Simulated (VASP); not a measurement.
Crystal: VH.

```
V H
1.0
     2.73558    0.00000    0.00000
    -1.36779    2.36908    0.00000
     0.00000    0.00000    4.93597
V H
2 2
Direct
  0.00000 0.00000 0.00000
  0.00000 0.00000 0.50000
  0.66667 0.33333 0.75000
  0.33333 0.66667 0.25000
```

```yaml
Program: VASP 6.6.1
Task: relaxation of volume and atoms at fixed shape
Functional: LDA
Potentials_or_basis: VASP PAW LDA potentials, release 64 (V_sv, H)
Cutoff: 600 eV
k_mesh: 9 × 9 × 4
Occupations: gaussian, width 0.02 eV
Spin: collinear spin, ferromagnetic start
Starting_moments: "[1.5, 1.5, 0.0, 0.0] μB"
```

At the start: pressure -10.5 GPa; volume 8.00 Å³/atom.

Question: Where does the relaxation end?

Answer: Over 3 steps the energy falls by 16.3 meV/atom and the volume is 7.52 Å³/atom (-5.9 %); space group P6_3/mmc (No. 194, to 0.1 Å) before and after; moment 0.22 μB per cell.

The path:
| step | energy change (eV) | largest force (eV/Å) | pressure (GPa) | volume (Å³) |
| --- | --- | --- | --- | --- |
| 1 | 0.0000 | 0.0000 | -10.54 | 31.99 |
| 2 | -0.0603 | 0.0000 | 3.21 | 29.61 |
| 3 | -0.0651 | 0.0000 | 0.04 | 30.09 |

Final structure:
```
V H
1.0
     2.68048    0.00000    0.00000
    -1.34024    2.32137    0.00000
     0.00000    0.00000    4.83656
V H
2 2
Cartesian
  0.0000 0.0000 0.0000
  0.0000 0.0000 2.4183
  1.3402 0.7738 3.6274
  0.0000 1.5476 1.2091
```
